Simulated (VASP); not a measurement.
# Cd2Se3S (P-4m2) in VASP: further runs

The runs below take Cd2Se3S through single point, with PBE.

Everything below comes from runs of VASP 6.6.1. Logs are shortened: lines on timing, memory, paths and dates and some standing lists are left out, and cuts for length are marked.

### 1 The cell of the first run

Symmetry: P-4m2, No. 115, tetragonal system. Conventional cell: a = 3.713 Å, b = 3.713 Å, c = 10.435 Å, α = 90.00°, β = 90.00°, γ = 90.00°. Cd (site symmetry 2mm) has 7 Se at 2.72 to 3.65 Å and 2 S at 3.57 Å and 4 Cd at 3.71 Å within 3.8 Å. Se (site symmetry -4m2) has 4 S at 2.63 Å and 4 Cd at 3.57 Å and 4 Se at 3.71 Å within 3.8 Å. Se (site symmetry 2mm) has 5 Cd at 2.72 to 3.65 Å and 4 Se at 3.71 Å within 3.8 Å. Within 3.8 Å of S (site symmetry -4m2) lie 4 Se at 2.63 Å and 4 Cd at 3.57 Å and 4 S at 3.71 Å.

The cell was built from a structure type or drawn by symmetry, and may not be a known phase.

### 2 Single point, PBE

Contents of INCAR:

```
SYSTEM = Cd2Se3S
PREC = Accurate
ENCUT = 520
EDIFF = 1E-7
ISMEAR = 0
SIGMA = 0.1
LREAL = .FALSE.
LASPH = .TRUE.
NELM = 100
ALGO = Normal
ISIF = 2
LWAVE = .FALSE.
LCHARG = .TRUE.
GGA = PE
LELF = .TRUE.
LVHAR = .TRUE.
NBANDS = 33
```

Contents of KPOINTS:

```
regular mesh
0
G
  4 4 2
  0 0 0
```

Contents of POSCAR:

```
Cd2Se3S
1.0
    3.7131861306      0.0000000000      0.0000000000
    0.0000000000      3.7131861306      0.0000000000
    0.0000000000      0.0000000000     10.4349800516
Cd Se S
2 3 1
Direct
    0.0000000000      0.5000000000      0.7082933542
    0.5000000000      0.0000000000      0.2917066458
    0.5000000000      0.5000000000      0.0000000000
    0.0000000000      0.5000000000      0.3584395839
    0.5000000000      0.0000000000      0.6415604161
    0.0000000000      0.0000000000      0.0000000000
```

Potentials or basis: VASP PAW PBE potentials, release 64 (Cd, Se, S).

On the command line:

```
$ cat potpaw_PBE.64/Cd/POTCAR potpaw_PBE.64/Se/POTCAR potpaw_PBE.64/S/POTCAR > POTCAR
$ mpirun -np 1 vasp_std > vasp.out
```

OUTCAR:

```text
SYSTEM = Cd2Se3S
   PREC = Accurate
   ENCUT = 520
   EDIFF = 1E-7
   ISMEAR = 0
   LREAL = .FALSE.
   LASPH = .TRUE.
   NELM = 100
   ISIF = 2
   GGA = PE

 ion  position               nearest neighbor table
   1  0.000  0.500  0.708-   5 2.72   5 2.72   5 2.72   5 2.72
   2  0.500  0.000  0.292-   4 2.72   4 2.72   4 2.72   4 2.72
   3  0.500  0.500  0.000-   6 2.63   6 2.63   6 2.63   6 2.63
   4  0.000  0.500  0.358-   2 2.72   2 2.72   2 2.72   2 2.72
   5  0.500  0.000  0.642-   1 2.72   1 2.72   1 2.72   1 2.72
   6  0.000  0.000  0.000-   3 2.63   3 2.63   3 2.63   3 2.63

  LATTYP: Found a simple tetragonal cell.
 ALAT       =     3.7131861306
 C/A-ratio  =     2.8102496575

  Lattice vectors:

 A1 = (   3.7131861306,   0.0000000000,   0.0000000000)
 A2 = (   0.0000000000,   3.7131861306,   0.0000000000)
 A3 = (   0.0000000000,   0.0000000000,  10.4349800516)

Analysis of symmetry for initial positions (statically):
=====================================================================
 Subroutine PRICEL returns:
 Original cell was already a primitive cell.

 Routine SETGRP: Setting up the symmetry group for a
 simple tetragonal supercell.

 Subroutine GETGRP returns: Found  8 space group operations
 (whereof  8 operations were pure point group operations)
 out of a pool of 16 trial point group operations.

The static configuration has the point symmetry D_2d.

Analysis of symmetry for dynamics (positions and initial velocities):
=====================================================================
 Subroutine PRICEL returns:
 Original cell was already a primitive cell.

 Routine SETGRP: Setting up the symmetry group for a
 simple tetragonal supercell.

 Subroutine GETGRP returns: Found  8 space group operations
 (whereof  8 operations were pure point group operations)
 out of a pool of 16 trial point group operations.

The dynamic configuration has the point symmetry D_2d.

 Subroutine INISYM returns: Found  8 space group operations
 (whereof  8 operations are pure point group operations),
 and found     1 'primitive' translations

----------------------------------------------------------------------------------------

                                     Primitive cell

  volume of cell :     143.8749

  direct lattice vectors                    reciprocal lattice vectors
     3.713186131  0.000000000  0.000000000     0.269310496  0.000000000  0.000000000
     0.000000000  3.713186131  0.000000000     0.000000000  0.269310496  0.000000000
     0.000000000  0.000000000 10.434980052     0.000000000  0.000000000  0.095831520

  length of vectors
     3.713186131  3.713186131 10.434980052     0.269310496  0.269310496  0.095831520

  position of ions in fractional coordinates (direct lattice)
     0.000000000  0.500000000  0.708293354
     0.500000000  0.000000000  0.291706646
     0.500000000  0.500000000  0.000000000
     0.000000000  0.500000000  0.358439584
     0.500000000  0.000000000  0.641560416
     0.000000000  0.000000000  0.000000000

  ion indices of the primitive-cell ions
   primitive index   ion index
                 1           1
                 2           2
                 3           3
                 4           4
                 5           5
                 6           6

----------------------------------------------------------------------------------------

 KPOINTS: regular mesh

Automatic generation of k-mesh.
 Grid dimensions read from file:
 generate k-points for:    4    4    2

 Generating k-lattice:

  Cartesian coordinates                     Fractional coordinates (reciprocal lattice)
     0.067327624  0.000000000  0.000000000     0.250000000  0.000000000  0.000000000
     0.000000000  0.067327624  0.000000000     0.000000000  0.250000000  0.000000000
     0.000000000  0.000000000  0.047915760     0.000000000  0.000000000  0.500000000

  Length of vectors
     0.067327624  0.067327624  0.047915760

  Shift w.r.t. Gamma in fractional coordinates (k-lattice)
     0.000000000  0.000000000  0.000000000

 Subroutine IBZKPT returns following result:
 ===========================================

 Found     12 irreducible k-points:

 Following reciprocal coordinates:
            Coordinates               Weight
  0.000000  0.000000  0.000000      1.000000
  0.250000  0.000000  0.000000      4.000000
  0.500000  0.000000  0.000000      2.000000
  0.250000  0.250000  0.000000      4.000000
  0.500000  0.250000  0.000000      4.000000
  0.500000  0.500000  0.000000      1.000000
  0.000000  0.000000  0.500000      1.000000
  0.250000  0.000000  0.500000      4.000000
  0.500000  0.000000  0.500000      2.000000
  0.250000  0.250000  0.500000      4.000000
  0.500000  0.250000  0.500000      4.000000
  0.500000  0.500000  0.500000      1.000000
   k-points           NKPTS =     12   k-points in BZ     NKDIM =     12   number of bands    NBANDS=     33
   number of dos      NEDOS =    301   number of ions     NIONS =      6
   total plane-waves  NPLWV =  62720
   dimension x,y,z NGX =    28 NGY =   28 NGZ =   80
   dimension x,y,z NGXF=    56 NGYF=   56 NGZF=  160
   ions per type =               2   3   1
   NGX,Y,Z   is equivalent  to a cutoff of  12.54, 12.54, 12.75 a.u.
   NGXF,Y,Z  is equivalent  to a cutoff of  25.07, 25.07, 25.49 a.u.
 SYSTEM =  Cd2Se3S
   PREC   = accura    normal or accurate (medium, high low for compatibility)
   ISTART =      0    job   : 0-new  1-cont  2-samecut
   ICHARG =      2    charge: 1-file 2-atom 10-const
   ISPIN  =      1    spin polarized calculation?
   LNONCOLLINEAR =      F non collinear calculations
   LSORBIT =      F    spin-orbit coupling
   LASPH  =      T    aspherical Exc in radial PAW
   ENCUT  =  520.0 eV  38.22 Ry    6.18 a.u.   6.90  6.90 19.40*2*pi/ulx,y,z
   NELM   =    100;   NELMIN=  2; NELMDL= -5     # of ELM steps
   EDIFF  = 0.1E-06   stopping-criterion for ELM
   LREAL  =      F    real-space projection
   EDIFFG = 0.1E-05   stopping-criterion for IOM
   NSW    =      0    number of steps for IOM
   IBRION =     -1    ionic relax: 0-MD 1-quasi-New 2-CG
   NFREE  =      0    steps in history (QN), initial steepest desc. (CG)
   ISIF   =      2    stress and relaxation
   ISYM   =      2    0-nonsym 1-usesym 2-fastsym
   POTIM  = 0.5000    time-step for ionic-motion
   TEBEG  =    0.0;   TEEND  =   0.0 temperature during run
   PSTRESS=    0.0 pullay stress
   NELECT =      48.0000    total number of electrons
   NUPDOWN=      -1.0000    fix difference up-down
   EMIN   =  10.00;   EMAX   =-10.00  energy-range for DOS
   EFERMI =   0.00;   METHOD = LEGACY
   ISMEAR =     0;   SIGMA  =   0.10  broadening in eV -4-tet -1-fermi 0-gaus
   EFERMI_NEDOS =   21; number of points for ismear=-14 and -15
   IALGO  =     38    algorithm
   IMIX   =      4    mixing-type and parameters
     AMIX     =   0.40;   BMIX     =  1.00
     AMIX_MAG =   1.60;   BMIX_MAG =  1.00
  volume/ion in A,a.u.               =      23.98       161.82
  Fermi-wavevector in a.u.,A,eV,Ry     =   1.135430  2.145651 17.540637  1.289200
  Thomas-Fermi vector in A             =   2.272134
   LORBIT       =      0    0 simple, 1 ext, 2 COOP (PROOUT), +10 PAW based schemes
   GGA     = PE    functional components
   LHFCALC =     F    Hartree Fock is set to
   AEXX    =    0.0000 exact exchange contribution
   IVDW    =     0    specifies the selected vdW correction
   LEPSILON=     F    determine dielectric tensor
   LRPA    =     F    only Hartree local field effects (RPA)
 non-spin polarized calculation
 Gauss-broadening in eV      SIGMA  =   0.10
  energy-cutoff  :      520.00
  volume of cell :      143.87
 maximum number of plane-waves:      3894
 NGX is ok and might be reduce to    28
   NGX = 13   NGY = 13   NGZ = 39

 number of electron      48.0000007 magnetization

 Free energy of the ion-electron system (eV)
  ---------------------------------------------------
  ext. energy  EPLUGINS =         0.00000000
  ---------------------------------------------------
  free energy    TOTEN  =       -16.27681499 eV

  energy without entropy =      -16.25018089  energy(sigma->0) =      -16.26349794

 E-fermi :   2.5189     XC(G=0):  -9.6963

 val. band max:        2.4330102600   @ k =   0.2500   0.0000   0.5000
 cond. band min:       2.5404797378   @ k =   0.2500   0.2500   0.0000
 fundamental gap:      0.1074694779
 Fermi energy:         2.5189225125

 k-point     1 :       0.0000    0.0000    0.0000
  band No.  band energies     occupation
      1     -12.5028      2.00000
      2     -10.4527      2.00000
      3     -10.1313      2.00000
      4      -6.6997      2.00000
      5      -5.7872      2.00000
      6      -5.7759      2.00000
[... 25 lines left out ...]
     32       9.2254      0.00000
     33      10.3267      0.00000

 k-point     2 :       0.2500    0.0000    0.0000
  band No.  band energies     occupation
      1     -11.9505      2.00000
      2     -10.1036      2.00000
      3      -9.8409      2.00000
      4      -8.1161      2.00000
      5      -5.7983      2.00000
      6      -5.7946      2.00000
[... 25 lines left out ...]
     32       9.6277      0.00000
     33      10.0277      0.00000

 k-point     3 :       0.5000    0.0000    0.0000
  band No.  band energies     occupation
      1     -10.4994      2.00000
      2     -10.2269      2.00000
      3      -9.5848      2.00000
      4      -9.5837      2.00000
      5      -5.8895      2.00000
      6      -5.8891      2.00000
[... 25 lines left out ...]
     32       9.4565      0.00000
     33       9.7613      0.00000

 k-point     4 :       0.2500    0.2500    0.0000
  band No.  band energies     occupation
      1     -11.4374      2.00000
      2      -9.8745      2.00000
      3      -9.6783      2.00000
      4      -8.5594      2.00000
      5      -5.8013      2.00000
      6      -5.7953      2.00000
[... 241 lines left out ...]
     32       9.6417      0.00000
     33       9.7181      0.00000

 k-point    11 :       0.5000    0.2500    0.5000
  band No.  band energies     occupation
      1     -10.1809      2.00000
      2      -9.9096      2.00000
      3      -9.5674      2.00000
      4      -9.5654      2.00000
      5      -5.7943      2.00000
      6      -5.7931      2.00000
[... 25 lines left out ...]
     32       9.2992      0.00000
     33       9.5390      0.00000

 k-point    12 :       0.5000    0.5000    0.5000
  band No.  band energies     occupation
      1      -9.7821      2.00000
      2      -9.5564      2.00000
      3      -9.5564      2.00000
      4      -9.5075      2.00000
      5      -5.7262      2.00000
      6      -5.7228      2.00000
[... 25 lines left out ...]
     32       8.5465      0.00000
     33       9.2556      0.00000

------------------------ aborting loop because EDIFF is reached ----------------------------------------

  FORCE on cell =-STRESS in cart. coord.  units (eV):
  Direction    XX          YY          ZZ          XY          YZ          ZX
  --------------------------------------------------------------------------------------
  -------------------------------------------------------------------------------------
  Total        0.5916888      0.5916888      0.3725706      0.0000000      0.0000000     -0.0000000
  in kB        6.5889902      6.5889902      4.1489107      0.0000000      0.0000000     -0.0000000
  external PRESSURE =       5.7756304 kB  Pullay stress =       0.0000000 kB

 VOLUME and BASIS-vectors are now :
 -----------------------------------------------------------------------------
  energy-cutoff  :      520.00
  volume of cell :      143.87
      direct lattice vectors                 reciprocal lattice vectors
     3.713186131  0.000000000  0.000000000     0.269310496  0.000000000  0.000000000
     0.000000000  3.713186131  0.000000000     0.000000000  0.269310496  0.000000000
     0.000000000  0.000000000 10.434980052     0.000000000  0.000000000  0.095831520

 POSITION                                       TOTAL-FORCE (eV/Angst)
 -----------------------------------------------------------------------------------
      0.00000      1.85659      7.39103        -0.000000     -0.000000      0.009196
      1.85659      0.00000      3.04395         0.000000     -0.000000     -0.009196
      1.85659      1.85659      0.00000        -0.000000      0.000000      0.000000
      0.00000      1.85659      3.74031        -0.000000     -0.000000      0.037807
      1.85659      0.00000      6.69467        -0.000000     -0.000000     -0.037807
      0.00000      0.00000      0.00000        -0.000000     -0.000000      0.000000
 -----------------------------------------------------------------------------------
    total drift:                                0.000000      0.000000      0.000000

  FREE ENERGIE OF THE ION-ELECTRON SYSTEM (eV)
  ---------------------------------------------------
  free  energy   TOTEN  =       -16.2768149892 eV

  energy  without entropy=      -16.2501808862  energy(sigma->0) =      -16.26349794
```

Run time: 31 s. Hardware: 1 thread of Intel Xeon 6975P-C (Granite Rapids), shared host; peak memory 0.26 GiB.

Results:

```
Free energy            : -16.2768 eV
Pressure               : 0.6 GPa
Largest force          : 0.038 eV/Å
Band gap on the k mesh : zero (bands 24 and 25 overlap by 0.78 eV)
```

Forces in eV/Å, atoms in the order of the input:
```
Cd   0.000  0.000  0.009
Cd   0.000  0.000 -0.009
Se   0.000  0.000  0.000
Se   0.000  0.000  0.038
Se   0.000  0.000 -0.038
S    0.000  0.000  0.000
```

Caveat: the k points lie up to 0.42 Å⁻¹ apart, too coarse for converged energies and pressures of a metal; semilocal functionals underestimate gaps, so a narrow gap can read as zero.

### 3 Single point, PBE

This run uses another cell than the first one, of 25.55 Å³/atom.

Contents of INCAR:

```
SYSTEM = Cd2Se3S
PREC = Accurate ; ENCUT = 520
EDIFF = 1E-6 ; ISMEAR = 0
SIGMA = 0.1 ; LREAL = .FALSE.
LASPH = .TRUE. ; NELM = 60
ALGO = Normal ; ISIF = 2
LWAVE = .FALSE. ; LCHARG = .FALSE.
GGA = PE ; NBANDS = 33
```

Contents of KPOINTS:

```
Automatic mesh
0
G
  4 4 2
  0 0 0
```

Contents of POSCAR:

```
Cd2Se3S
1.0
    4.1128895200      0.0000000000      0.0000000000
    0.0000000000      4.1128895200      0.0000000000
    0.0000000000      0.0000000000      9.0607799200
Cd Se S
2 3 1
Direct
    0.0000000000      0.5000000000      0.7376120100
    0.5000000000      0.0000000000      0.2623879900
    0.5000000000      0.5000000000      0.0000000000
    0.0000000000      0.5000000000      0.3786259900
    0.5000000000      0.0000000000      0.6213740100
    0.0000000000      0.0000000000      0.0000000000
```

Potentials or basis: VASP PAW PBE potentials, release 64 (Cd, Se, S).

On the command line:

```
$ cat potpaw_PBE.64/Cd/POTCAR potpaw_PBE.64/Se/POTCAR potpaw_PBE.64/S/POTCAR > POTCAR
$ mpirun -np 1 vasp_std > vasp.out
```

It took 29 s on 1 thread of Intel Xeon 6975P-C (Granite Rapids), shared host; peak memory 0.27 GiB.

The run converged. Its results:

- Free energy: -14.9445 eV
- Pressure: -6.1 GPa
- Largest force: 0.822 eV/Å
- Band gap on the k mesh: zero (bands 24 and 25 overlap by 0.19 eV)

Forces on the atoms (eV/Å):
```
Cd   0.000  0.000 -0.822
Cd   0.000  0.000  0.822
Se   0.000  0.000  0.000
Se   0.000  0.000 -0.106
Se   0.000  0.000  0.106
S    0.000  0.000  0.000
```

Stress tensor (GPa, compression positive):
```
-8.42  0.00  0.00
 0.00 -8.42  0.00
 0.00  0.00 -1.45
```

Levels at points of the mesh, in eV from the Fermi level:
```
           k point  band 20  band 21  band 22  band 23  band 24  band 25  band 26  band 27  band 28  band 29
(0.00, 0.00, 0.00)    -1.12    -1.04    -0.36    -0.18    -0.14    -0.14     1.40     1.40     2.23     4.58
(0.50, 0.00, 0.00)    -1.95    -1.91    -1.72    -0.55    -0.45    -0.08    -0.07     2.81     2.88     4.83
(0.50, 0.50, 0.00)    -2.68    -1.58    -1.58    -0.57    -0.39     0.87     0.87     2.40     2.40     4.42
(0.00, 0.00, 0.50)    -1.22    -1.22    -0.38    -0.04    -0.04     1.24     1.40     1.40     2.26     4.09
(0.50, 0.00, 0.50)    -1.98    -1.83    -1.72    -0.09    -0.09    -0.04     0.08     2.52     2.52     4.96
(0.50, 0.50, 0.50)    -1.51    -1.43    -1.32    -1.32    -1.27     0.24     0.24     2.38     2.38     5.62
```

Caveat: the k points lie up to 0.38 Å⁻¹ apart; semilocal functionals underestimate gaps, so a narrow gap can read as zero.
